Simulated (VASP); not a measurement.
Runs of VASP 6.6.1 on RbCl. The structure is that of space group Fm-3m (No. 225), or close to it. The cells are those of the table. 

```csv
cell,gap on the mesh (eV),pressure (GPa)
"a = 4.671 Å, angles 60.0°, 2 atoms",5.57,0.1
"a = 4.750 Å, angles 60.0°, 2 atoms",(b),(c)
"a = 4.503 Å, angles 60.0°, 2 atoms",5.94,2.6
"a = 4.589 Å, angles 60.0°, 2 atoms",5.74,(a)
"a = 4.630 Å, angles 60.0°, 2 atoms",5.65,0.6
```

Alike in all rows: task single point; level r2SCAN; potentials or basis VASP PAW PBE potentials, release 64 (Rb_sv, Cl); no spin polarisation; k mesh 5 × 5 × 5; cutoff (eV) 550; smearing gaussian 0.01 eV.

Q: Fill in the values left out.

A: (a) 1.1; (b) 5.41; (c) -0.7.

Caveats: the PAW data sets were made with another functional, which shifts forces and pressure a little.

A k mesh can miss the band edges, and the runs leave out spin-orbit coupling on Rb.
